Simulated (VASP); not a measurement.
SrB3Rh, 5 atoms in the cell. Symmetry: Pm-3m, No. 221, cubic system. Conventional cell: a = 4.150 Å, b = 4.150 Å, c = 4.150 Å, α = 90.00°, β = 90.00°, γ = 90.00°. Sr (site symmetry m-3m) has 12 B at 2.93 Å and 8 Rh at 3.59 Å within 3.9 Å. B (site symmetry 4/mmm) has 2 Rh at 2.08 Å within 2.7 Å. Within 2.7 Å of Rh (site symmetry m-3m) lie 6 B at 2.08 Å. The cell was built from a structure type or drawn by symmetry, and may not be a known phase.

```yaml
Program: VASP 6.6.1
Task: relaxation of cell and atoms
Functional: PBE
Potentials_or_basis: VASP PAW PBE potentials, release 64 (Sr_sv, B, Rh_pv)
Cutoff: 600 eV
k_mesh: 10 × 10 × 10
Occupations: gaussian, width 0.1 eV
Spin: no spin polarisation
Dipole_correction: no
Further_INCAR_settings: ALGO = Normal; EDIFF = 1e-06; IBRION = 2; EDIFFG = -0.01; NSW = 100; ISIF = 3
```

Potentials or basis: VASP PAW PBE potentials, release 64 (Sr_sv, B, Rh_pv).

Command:

```bash
$ cat potpaw_PBE.64/Sr_sv/POTCAR potpaw_PBE.64/B/POTCAR potpaw_PBE.64/Rh_pv/POTCAR > POTCAR
$ mpirun -np 1 vasp_std > vasp.out
```

Hardware: 1 thread of Intel(R) Xeon(R) Platinum 8259CL CPU @ 2.50GHz (Skylake/Cascade Lake) (shared host).

Task: How long does it take, and how much memory?

Result: Run time: 120 s on 1 thread of Intel(R) Xeon(R) Platinum 8259CL CPU @ 2.50GHz (Skylake/Cascade Lake), with other jobs on the host, peak memory 0.28 GiB. Counts: scf iterations 14, k points 56, ion steps 1.
